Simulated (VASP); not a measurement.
Set up this calculation in VASP 6.6.1, as the native input.

```
Task                   : single point
Functional             : LDA
Potentials or basis    : VASP PAW LDA potentials, release 64 (Cu, Pd)
Cutoff                 : 520 eV
k mesh                 : 14 × 14 × 14
Occupations            : gaussian, width 0.1 eV
Spin                   : no spin polarisation
Dipole correction      : no
Further INCAR settings : ALGO = Normal; EDIFF = 1e-06; NBANDS = 18
```

The structure of CuPd lies in POSCAR:

```
CuPd
1.0
    2.9295710817      0.0000000000      0.0000000000
    0.0000000000      2.9295710817      0.0000000000
    0.0000000000      0.0000000000      2.9295710817
Cu Pd
1 1
Direct
    0.0000000000      0.0000000000      0.0000000000
    0.5000000000      0.5000000000      0.5000000000
```

The input as run:

INCAR

```
PREC = Accurate ; ENCUT = 520
EDIFF = 1E-6 ; ISMEAR = 0
SIGMA = 0.1 ; LREAL = False
LASPH = True ; NELM = 100
ALGO = Normal ; ISIF = 2
LWAVE = False ; LCHARG = False
NBANDS = 18
```

KPOINTS

```
Automatic mesh
0
Gamma
  14 14 14
```

Potentials or basis: VASP PAW LDA potentials, release 64 (Cu, Pd).

Launch:

```sh
$ cat potpaw_LDA.64/Cu/POTCAR potpaw_LDA.64/Pd/POTCAR > POTCAR
$ mpirun -np 1 vasp_std > vasp.out
```

It gave:

```json
{
  "Pressure": "0.6 GPa"
}
```

Run time: 37 s on 1 thread of AMD EPYC 7R43 64-Core Processor (Zen 3), with other jobs on the host, peak memory 0.14 GiB.
